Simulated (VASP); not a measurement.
**BaTiO3: single point with r2SCAN**

The system is BaTiO3.

```
Ba Ti O
1.0
     2.84005    1.63971    2.33143
    -2.84005    1.63971    2.33143
     0.00000   -3.27941    2.33143
Ba Ti O
1 1 3
Direct
  0.00279 0.00279 0.00279
  0.51625 0.51625 0.51625
  0.51477 0.51477 0.00518
  0.48975 0.98016 0.48975
  0.98016 0.48975 0.48975
```

This cell differs from its parent crystal: atom 3 (O) moved +0.175 Å along Cartesian [0 0 1].

```yaml
Program: VASP 6.6.1
Task: single point
Functional: r2SCAN
Potentials_or_basis: VASP PAW PBE potentials, release 64 (Ba_sv, Ti_sv, O)
Cutoff: 520 eV
k_mesh: 6 × 6 × 6
Occupations: gaussian, width 0.05 eV
Spin: no spin polarisation
Dipole_correction: no
Further_INCAR_settings: ALGO = Normal; EDIFF = 1e-07; NBANDS = 28
```

```
Pressure               : 1.0 GPa
Largest force          : 1.147 eV/Å
Band gap on the k mesh : 2.39 eV (least direct gap 2.68 eV)
```

Forces on the atoms (eV/Å):
```
Ba   0.000 -0.027  0.145
Ti   0.000  0.263  0.055
O    0.000  0.142 -1.138
O   -0.339 -0.189  0.469
O    0.339 -0.189  0.469
```

Stress tensor (GPa, compression positive):
```
1.78 0.00 0.00
0.00 0.32 0.62
0.00 0.62 0.77
```

Levels at points of the mesh, in eV from the valence-band top:
```tsv
k point	band 17	band 18	band 19	band 20	band 21	band 22	band 23	band 24
(0.00, 0.00, 0.00)	-1.16	-0.55	-0.44	-0.29	2.39	2.55	2.76	4.40
(0.50, 0.00, 0.00)	-1.87	-1.73	-0.87	-0.80	2.60	3.92	4.05	4.42
(0.00, 0.00, 0.50)	-1.59	-1.44	-1.11	-0.96	2.82	3.97	3.98	4.56
(0.50, 0.50, 0.00)	-1.65	-0.87	-0.86	-0.20	3.92	4.01	4.37	5.15
(0.50, 0.00, 0.50)	-1.76	-1.01	-0.93	-0.10	4.01	4.06	4.40	5.19
(0.50, 0.50, 0.50)	-2.43	-0.13	-0.04	0.00	4.53	4.64	4.64	7.05
```

It took 3.7 min on 1 thread of AMD EPYC 9R45 96-Core Processor (Zen 5), on a shared host, peak memory 0.23 GiB.

Caveat: the cell differs from its parent crystal (atom 3 (O) moved +0.175 Å along Cartesian [0 0 1]); the PAW data sets were made with another functional, which shifts forces and pressure a little; spin-orbit coupling is left out, which moves the levels of the heavy elements. A k mesh can miss the band edges.
